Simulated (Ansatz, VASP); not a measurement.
BN in VASP and in Ansatz

```
B N
1.0
     2.50378    0.00000    0.00000
     0.00000    4.33667    0.00000
     0.00000    0.00000    7.03410
B N
4 4
Cartesian
  0.0000 1.4456 1.6689
  1.2519 3.6139 1.7785
  1.2519 0.7228 5.1860
  2.5038 2.8911 5.2956
  0.0000 1.4456 5.3156
  1.2519 3.6139 5.2892
  1.2519 0.7228 1.7986
  2.5038 2.8911 1.7722
```

Change from the starting cell: mode 11 frozen in at -0.055 Å and mode 13 at -0.035 Å (largest displacements).

Alike in both runs: task single point; functional PBEsol; k mesh 10 × 6 × 4; occupations gaussian, width 0.05 eV; no spin polarisation.

```csv
,VASP,Ansatz
version,VASP 6.6.1,Ansatz 0.2.0
potentials or method,"VASP PAW PBE potentials, release 64 (B, N), cutoff 600 eV","scalar-relativistic, plane waves, PAW"
valence electrons in the cell,32,32
```

```csv
,VASP,Ansatz,Ansatz less VASP
gap on the k mesh at the Fermi level (eV),3.82,3.83,+0.006
least direct gap on the mesh (eV),4.31,4.32,+0.006
pressure (GPa),-0.4,-0.6,-0.26
"traceless stress, the component that is largest in VASP (GPa)",-0.87,-0.35,+0.519
rms of the force components (eV/Å),0.578,0.579,+0.0011
```

VASP's potentials were made for PBE, not for PBEsol, and Ansatz warns of the same on its side. Atom by atom the forces differ by 0.002 eV/Å (rms over components).
